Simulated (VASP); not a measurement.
# Y4Zn15Cu in VASP: a series of runs

The runs below take Y4Zn15Cu through single point, with PBE.

Program: VASP 6.6.1. These are calculated values, not measurements. Logs are shortened: lines on timing, memory, paths and dates and some standing lists are left out, and cuts for length are marked.

## 1. The cell of the first run

The cell holds a disordered packing, 20 atoms: a = 7.082 Å, b = 7.538 Å, c = 7.094 Å, α = 89.40°, β = 90.70°, γ = 89.14°.

## 2. Single point, PBE

File INCAR:

```
SYSTEM = Y4Zn15Cu
PREC = Accurate
ENCUT = 400
EDIFF = 1E-6
ISMEAR = -1
SIGMA = 0.1181
LREAL = Auto
LASPH = .True.
NELM = 120
ALGO = Normal
ISIF = 2
LWAVE = .False.
LCHARG = .False.
GGA = PE
ISYM = -1
NBANDS = 134
GGA_COMPAT = .False.
```

File KPOINTS:

```
explicit points
1
Reciprocal
  0.25000000   0.25000000   0.25000000 1
```

File POSCAR:

```
Y4Zn15Cu
1.0
    7.0818900000      0.0552270000     -0.0432260000
    0.0552270000      7.5375120000      0.0381650000
   -0.0432260000      0.0381650000      7.0938070000
Zn Y Cu
15 4 1
Direct
    0.6655559242      0.5326068798      0.1307112498
    0.9897217013      0.6656107170      0.9067436818
    0.8038698799      0.5085650845      0.4685510464
    0.1921239248      0.6542888827      0.5996139751
    0.7728279981      0.3130831340      0.8212537281
    0.1998793013      0.4015137400      0.8684038360
    0.1541947135      0.6134275222      0.2101920392
    0.9575171779      0.2997448842      0.1110058216
    0.5691535263      0.9605277441      0.3526519243
    0.6327657900      0.6617857867      0.7649138015
    0.8792014621      0.8307200543      0.4219039130
    0.3681383303      0.7523134160      0.0062733742
    0.6913897449      0.9831349525      0.7958107216
    0.4586247589      0.6669581757      0.3947668798
    0.8606960998      0.1635370643      0.5068191251
    0.1905788088      0.0147728136      0.2618798559
    0.4821850958      0.2292957016      0.0062953309
    0.1361295567      0.0016576737      0.7966523576
    0.4279674268      0.3089382334      0.5022665111
    0.7861300486      0.8698624975      0.0942586900
```

Potentials or basis: VASP PAW PBE potentials, release 64 (Zn, Y_sv, Cu).

Launch:

```sh
> cat potpaw_PBE.64/Zn/POTCAR potpaw_PBE.64/Y_sv/POTCAR potpaw_PBE.64/Cu/POTCAR > POTCAR
> mpirun -np 1 vasp_std > vasp.out
```

OUTCAR:

```text
SYSTEM = Y4Zn15Cu
   PREC = Accurate
   ENCUT = 400
   EDIFF = 1E-6
   ISMEAR = -1
   LREAL = Auto
   LASPH = .True.
   NELM = 120
   ISIF = 2
   GGA = PE
   ISYM = -1

 ion  position               nearest neighbor table
   1  0.666  0.533  0.131-   3 2.58  14 2.60   8 2.70  20 2.70  10 2.77  12 2.79  17 2.79   5 2.87
                             2 2.99  19 3.57
   2  0.990  0.666  0.907-   7 2.46   6 2.49  20 2.50   4 2.62  10 2.71  12 2.85  18 2.86   1 2.99

   3  0.804  0.509  0.469-  11 2.51   1 2.58  15 2.64  10 2.70  14 2.75   5 2.90  19 3.09
   4  0.192  0.654  0.600-  14 2.40   2 2.62   6 2.68   7 2.79  11 2.84  18 3.00  19 3.16  16 3.60

   5  0.773  0.313  0.821-   8 2.42  17 2.54  13 2.57  15 2.59  10 2.82   1 2.87   3 2.90  19 3.31
                            18 3.46
   6  0.200  0.402  0.868-   2 2.49  17 2.55   8 2.57   4 2.68   7 2.94  18 3.10  19 3.15
   7  0.154  0.613  0.210-  12 2.36   2 2.46  14 2.55   4 2.79   8 2.85   6 2.94  11 2.96  16 3.07
                            19 3.60
   8  0.958  0.300  0.111-   5 2.42   6 2.57   1 2.70   7 2.85  16 2.88  18 3.42  17 3.49
   9  0.569  0.961  0.353-  14 2.38  11 2.43  20 2.50  16 2.77  15 2.81  19 3.00  17 3.22
  10  0.633  0.662  0.765-  13 2.48  12 2.64   3 2.70   2 2.71   1 2.77   5 2.82  14 2.89  19 3.58

  11  0.879  0.831  0.422-  20 2.42   9 2.43   3 2.51  15 2.59   4 2.84  16 2.86   7 2.96  18 3.47

  12  0.368  0.752  0.006-   7 2.36  10 2.64   1 2.79   2 2.85  18 2.87  14 2.89  16 2.97  17 3.70

  13  0.691  0.983  0.796-  20 2.36  10 2.48   5 2.57  15 2.75  17 2.81  18 3.15  19 3.68
  14  0.459  0.667  0.395-   9 2.38   4 2.40   7 2.55   1 2.60   3 2.75  19 2.81  12 2.89  10 2.89
                            16 3.33
  15  0.861  0.164  0.507-  11 2.59   5 2.59   3 2.64  13 2.75   9 2.81  18 3.05  16 3.13  19 3.24

  16  0.191  0.015  0.262-   9 2.77  11 2.86   8 2.88  12 2.97   7 3.07  15 3.13  17 3.21  19 3.28
                            20 3.29  18 3.32  14 3.33   4 3.60  18 3.82
  17  0.482  0.229  0.006-   5 2.54   6 2.55   1 2.79  13 2.81  16 3.21   9 3.22  18 3.35  20 3.48
                             8 3.49  19 3.60  19 3.63  12 3.70
  18  0.136  0.002  0.797-   2 2.86  12 2.87   4 3.00  15 3.05   6 3.10  13 3.15  16 3.32  17 3.35
                             8 3.42  20 3.43   5 3.46  11 3.47  19 3.76  16 3.82
  19  0.428  0.309  0.502-  14 2.81   9 3.00   3 3.09   6 3.15   4 3.16  15 3.24  16 3.28   5 3.31
                             1 3.57  10 3.58  17 3.60   7 3.60  17 3.63  13 3.68  18 3.76
  20  0.786  0.870  0.094-  13 2.36  11 2.42   2 2.50   9 2.50   1 2.70  16 3.29  18 3.43  17 3.48

IMPORTANT INFORMATION: All symmetrisations will be switched off!
NOSYMM: (Re-)initialisation of all symmetry stuff for point group C_1.

----------------------------------------------------------------------------------------

                                     Primitive cell

  volume of cell :     378.6200

  direct lattice vectors                    reciprocal lattice vectors
     7.081890000  0.055227000 -0.043226000     0.141218633 -0.001039088  0.000866104
     0.055227000  7.537512000  0.038165000    -0.001039088  0.132681032 -0.000720162
    -0.043226000  0.038165000  7.093807000     0.000866104 -0.000720162  0.140977182

  length of vectors
     7.082237251  7.537810938  7.094041359     0.141225111  0.132687055  0.140981682

  position of ions in fractional coordinates (direct lattice)
     0.665555924  0.532606880  0.130711250
     0.989721701  0.665610717  0.906743682
     0.803869880  0.508565084  0.468551046
     0.192123925  0.654288883  0.599613975
     0.772827998  0.313083134  0.821253728
     0.199879301  0.401513740  0.868403836
[... 12 lines left out ...]
     0.427967427  0.308938233  0.502266511
     0.786130049  0.869862498  0.094258690

  ion indices of the primitive-cell ions
   primitive index   ion index
                 1           1
                 2           2
                 3           3
                 4           4
                 5           5
                 6           6
[... 12 lines left out ...]
                19          19
                20          20

----------------------------------------------------------------------------------------

 KPOINTS: explicit points

Read explicit list of k-points.

 Found      1 k-points:

 Following reciprocal coordinates:
            Coordinates               Weight
  0.250000  0.250000  0.250000      1.000000
   k-points           NKPTS =      1   k-points in BZ     NKDIM =      1   number of bands    NBANDS=    134
   number of dos      NEDOS =    301   number of ions     NIONS =     20
   total plane-waves  NPLWV = 115200
   dimension x,y,z NGX =    48 NGY =   50 NGZ =   48
   dimension x,y,z NGXF=    96 NGYF=  100 NGZF=   96
   ions per type =              15   4   1
   NGX,Y,Z   is equivalent  to a cutoff of  11.27, 11.03, 11.25 a.u.
   NGXF,Y,Z  is equivalent  to a cutoff of  22.53, 22.05, 22.50 a.u.
 SYSTEM =  Y4Zn15Cu
   PREC   = accura    normal or accurate (medium, high low for compatibility)
   ISTART =      0    job   : 0-new  1-cont  2-samecut
   ICHARG =      2    charge: 1-file 2-atom 10-const
   ISPIN  =      1    spin polarized calculation?
   LNONCOLLINEAR =      F non collinear calculations
   LSORBIT =      F    spin-orbit coupling
   LASPH  =      T    aspherical Exc in radial PAW
   ENCUT  =  400.0 eV  29.40 Ry    5.42 a.u.  11.55 12.29 11.57*2*pi/ulx,y,z
   NELM   =    120;   NELMIN=  2; NELMDL= -5     # of ELM steps
   EDIFF  = 0.1E-05   stopping-criterion for ELM
   LREAL  =      T    real-space projection
   EDIFFG = 0.1E-04   stopping-criterion for IOM
   NSW    =      0    number of steps for IOM
   IBRION =     -1    ionic relax: 0-MD 1-quasi-New 2-CG
   NFREE  =      0    steps in history (QN), initial steepest desc. (CG)
   ISIF   =      2    stress and relaxation
   ISYM   =     -1    0-nonsym 1-usesym 2-fastsym
   POTIM  = 0.5000    time-step for ionic-motion
   TEBEG  =    0.0;   TEEND  =   0.0 temperature during run
   PSTRESS=    0.0 pullay stress
   NELECT =     235.0000    total number of electrons
   NUPDOWN=      -1.0000    fix difference up-down
   EMIN   =  10.00;   EMAX   =-10.00  energy-range for DOS
   EFERMI =   0.00;   METHOD = LEGACY
   ISMEAR =    -1;   SIGMA  =   0.12  broadening in eV -4-tet -1-fermi 0-gaus
   EFERMI_NEDOS =   21; number of points for ismear=-14 and -15
   IALGO  =     38    algorithm
   IMIX   =      4    mixing-type and parameters
     AMIX     =   0.40;   BMIX     =  1.00
     AMIX_MAG =   1.60;   BMIX_MAG =  1.00
  volume/ion in A,a.u.               =      18.93       127.75
  Fermi-wavevector in a.u.,A,eV,Ry     =   1.396464  2.638933 26.532863  1.950110
  Thomas-Fermi vector in A             =   2.519815
   LORBIT       =      0    0 simple, 1 ext, 2 COOP (PROOUT), +10 PAW based schemes
   GGA     = PE    functional components
   LHFCALC =     F    Hartree Fock is set to
   AEXX    =    0.0000 exact exchange contribution
   IVDW    =     0    specifies the selected vdW correction
   LEPSILON=     F    determine dielectric tensor
   LRPA    =     F    only Hartree local field effects (RPA)
 non-spin polarized calculation
  energy-cutoff  :      400.00
  volume of cell :      378.62
 maximum number of plane-waves:      6882
 NGX is ok and might be reduce to    48
   NGX = 23   NGY = 25   NGZ = 23

 number of electron     235.0000030 magnetization

 Free energy of the ion-electron system (eV)
  ---------------------------------------------------
  ext. energy  EPLUGINS =         0.00000000
  ---------------------------------------------------
  free energy    TOTEN  =       -44.76523182 eV

  energy without entropy =      -44.21550145  energy(sigma->0) =      -44.49036663

 E-fermi :   3.0258     XC(G=0): -10.6868

 val. band max:        3.0034619071   @ k =   0.2500   0.2500   0.2500
 cond. band min:       3.1895344273   @ k =   0.2500   0.2500   0.2500
 fundamental gap:      0.1860725202
 Fermi energy:         3.0258046276

 k-point     1 :       0.2500    0.2500    0.2500
  band No.  band energies     occupation
      1     -39.8429      2.00000
      2     -39.7217      2.00000
      3     -39.4219      2.00000
      4     -39.2675      2.00000
      5     -19.9457      2.00000
      6     -19.9029      2.00000
[... 121 lines left out ...]
    128       4.8150      0.00000
    129       4.9966      0.00000
 [bands above 129 left out]

------------------------ aborting loop because EDIFF is reached ----------------------------------------

  FORCE on cell =-STRESS in cart. coord.  units (eV):
  Direction    XX          YY          ZZ          XY          YZ          ZX
  --------------------------------------------------------------------------------------
  -------------------------------------------------------------------------------------
  Total        6.8534358     14.1871451      1.9707543     -3.2395218     -6.1406259     -3.3743339
  in kB       29.0011606     60.0346581      8.3394902    -13.7084370    -25.9848175    -14.2789110
  external PRESSURE =      32.4584363 kB  Pullay stress =       0.0000000 kB

 VOLUME and BASIS-vectors are now :
 -----------------------------------------------------------------------------
  energy-cutoff  :      400.00
  volume of cell :      378.62
      direct lattice vectors                 reciprocal lattice vectors
     7.081890000  0.055227000 -0.043226000     0.141218633 -0.001039088  0.000866104
     0.055227000  7.537512000  0.038165000    -0.001039088  0.132681032 -0.000720162
    -0.043226000  0.038165000  7.093807000     0.000866104 -0.000720162  0.140977182

 POSITION                                       TOTAL-FORCE (eV/Angst)
 -----------------------------------------------------------------------------------
      4.73716      4.05628      0.91880         0.424916      0.466611     -0.145147
      7.00666      5.10631      6.41489        -0.494702     -0.024989     -0.208825
      5.70075      3.89559      3.30847         0.219352     -0.733027      0.289378
      1.37082      4.96521      4.27021        -0.708198      0.034280      0.231349
      5.45487      2.43389      5.80436         1.175685      1.024848     -1.755520
      1.40016      3.07060      6.16697        -1.239946      0.430621     -1.061510
[... 12 lines left out ...]
      3.02617      2.37143      3.55627        -0.008542     -0.548970      0.896493
      5.61125      6.60361      0.66787         0.305766      0.092214     -0.163793
 -----------------------------------------------------------------------------------
    total drift:                                0.003467      0.006222     -0.004492

  FREE ENERGIE OF THE ION-ELECTRON SYSTEM (eV)
  ---------------------------------------------------
  free  energy   TOTEN  =       -44.7652318191 eV

  energy  without entropy=      -44.2155014459  energy(sigma->0) =      -44.49036663
```

Wall time 2.3 min (1 thread of Intel Xeon Platinum 8375C at 2.90GHz (Ice Lake), shared host); peak memory 0.34 GiB.

What came out:

| Quantity | Value |
| --- | --- |
| Free energy | -44.7652 eV |
| Pressure | 3.2 GPa |
| Largest force | 2.949 eV/Å |
| Band gap on the k mesh | zero (an odd number of electrons rules out a gap without spin polarisation) |

Forces on the atoms (eV/Å):
```
Zn   0.425  0.467 -0.145
Zn  -0.495 -0.025 -0.209
Zn   0.219 -0.733  0.289
Zn  -0.708  0.034  0.231
Zn   1.176  1.025 -1.756
Zn  -1.240  0.431 -1.062
Zn  -1.028 -1.028  0.965
Zn   0.074  0.288  0.756
Zn   0.086  1.200  0.035
Zn  -0.450 -0.668 -0.245
Zn   0.730 -0.250  0.925
Zn   1.402  0.396 -0.530
Zn  -0.331  0.020 -1.236
Zn   0.516  0.193 -0.109
Zn   0.313  0.132 -0.666
Y   -0.904 -0.711  0.519
Y   -0.040 -1.537  2.517
Y   -0.043  1.223 -1.013
Y   -0.009 -0.549  0.896
Cu   0.306  0.092 -0.164
```

Stress tensor (GPa, compression positive):
```
 2.90 -1.37 -1.43
-1.37  6.00 -2.60
-1.43 -2.60  0.83
```

Levels at points of the mesh, in eV from the Fermi level:
```csv
k point,band 116,band 117,band 118,band 119,band 120,band 121
"(0.25, 0.25, 0.25)",-0.45,-0.10,-0.02,0.16,0.31,0.51
```

Caveat: the atoms stand as in a frame of molecular dynamics.

## 3. Single point, PBE

File INCAR:

```
PREC     = Accurate       # precision mode
ENCUT    = 400            # plane-wave cutoff, eV
EDIFF    = 1E-6           # SCF threshold, eV
ISMEAR   = -1             # smearing method
SIGMA    = 0.1181         # smearing width, eV
LREAL    = Auto         
LASPH    = T              # aspherical terms in the spheres
NELM     = 120            # most SCF steps
ALGO     = Normal         # electronic algorithm
ISIF     = 2              # what is computed and relaxed
LWAVE    = F              # write WAVECAR
LCHARG   = T              # write CHGCAR
GGA      = PE             # functional
LELF     = T              # ELF
LVHAR    = T            
ISYM     = -1           
NBANDS   = 134            # bands
GGA_COMPAT= F
```

KPOINTS is that of step 2.

File POSCAR:

```
Y4Zn15Cu
1.0
    7.0818900000      0.0552270000     -0.0432260000
    0.0552270000      7.5375120000      0.0381650000
   -0.0432260000      0.0381650000      7.0938070000
Zn Y Cu
15 4 1
Direct
    0.6507770520      0.5616379665      0.1239780806
    0.9884587367      0.6612404492      0.9039321024
    0.7812440001      0.4864533911      0.4527699386
    0.1943599533      0.6653217480      0.6390258995
    0.7835422366      0.3163098535      0.8248918291
    0.2221254538      0.4046356967      0.8667432979
    0.1443097030      0.5978677417      0.2254403466
    0.9598346204      0.3010578780      0.1434257991
    0.5563150713      0.9885476086      0.3538300881
    0.6567140233      0.5837595408      0.7697395683
    0.8459215915      0.8035326171      0.4407846146
    0.3813615794      0.8356747961     -0.0263136272
    0.6670512744      0.9631163943      0.7657377232
    0.4716190386      0.6647535020      0.4224655234
    0.8875839910      0.1785724840      0.4951698695
    0.1404070125     -0.0355659799      0.2900757815
    0.5152016993      0.2010216203      0.0882242946
    0.1305747316      0.0633435198      0.7522129821
    0.4158194920      0.3095706517      0.4968435777
    0.8047382271      0.8476800012      0.0910661803
```

Potentials or basis: VASP PAW PBE potentials, release 64 (Zn, Y_sv, Cu).

Launch:

```sh
> cat potpaw_PBE.64/Zn/POTCAR potpaw_PBE.64/Y_sv/POTCAR potpaw_PBE.64/Cu/POTCAR > POTCAR
> mpirun -np 1 vasp_std > vasp.out
```

Wall time 2.5 min (1 thread of Intel Xeon Platinum 8375C at 2.90GHz (Ice Lake), shared host); peak memory 0.34 GiB.

Results (log left out):

| Property | Result |
| --- | --- |
| Free energy | -44.8776 eV |
| Pressure | 3.6 GPa |
| Largest force | 2.783 eV/Å |
| Band gap on the k mesh | zero (an odd number of electrons rules out a gap without spin polarisation) |

Forces on the atoms (eV/Å):
```
Zn  -0.198  0.024  0.145
Zn   0.363  0.419  0.170
Zn   0.407 -0.462 -0.145
Zn   0.124  0.193 -0.743
Zn   0.936 -1.667 -0.482
Zn   0.139  0.163  0.252
Zn  -0.048 -0.714  0.155
Zn   0.396 -0.110  0.068
Zn   0.363 -2.027  1.692
Zn  -1.654  2.005 -0.672
Zn  -0.393 -0.115  1.085
Zn   0.465 -0.339  0.234
Zn  -0.128  0.215 -0.297
Zn  -0.053  0.963  0.006
Zn  -1.030  0.046 -1.036
Y    1.434  1.324 -0.915
Y   -0.310  0.762 -2.659
Y    0.577 -1.428  1.615
Y   -0.867 -0.282  1.546
Cu  -0.524  1.030 -0.019
```

Stress tensor (GPa, compression positive):
```
-0.52 -3.07 -3.24
-3.07  9.35 -4.05
-3.24 -4.05  2.08
```

Levels at points of the mesh, in eV from the Fermi level:
| k point | band 115 | band 116 | band 117 | band 118 | band 119 | band 120 |
| --- | --- | --- | --- | --- | --- | --- |
| (0.25, 0.25, 0.25) | -0.73 | -0.37 | -0.14 | 0.00 | 0.14 | 0.34 |

Caveat: the atoms stand as in a frame of molecular dynamics.

The gap in the log of VASP goes by the Fermi energy; the results here count the filled bands.